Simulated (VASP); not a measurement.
Au:

```
Au
1.0
     0.00000    2.03624    2.03624
     2.03624    0.00000    2.03624
     2.03624    2.03624    0.00000
Au
1
Cartesian
  0.0000 0.0000 0.0000
```

Base run:

* Program: VASP 6.6.1
* Functional: PBEsol
* Potentials or basis: VASP PAW PBE potentials, release 64 (Au)
* Cutoff: 520 eV
* k mesh: 12 × 12 × 12
* Occupations: fermi-dirac, width 0.06 eV
* Spin: no spin polarisation

Its results: pressure 1.1 GPa.

**Question.** The run is repeated on the same cell with these changes: functional from PBEsol to LDA; potentials or basis from VASP PAW PBE potentials, release 64 (Au) to VASP PAW LDA potentials, release 64 (Au). What comes out?

**Answer.** Pressure -2.9 GPa.

Caveats: the PAW data sets were made with another functional, which shifts forces and pressure a little (some runs).
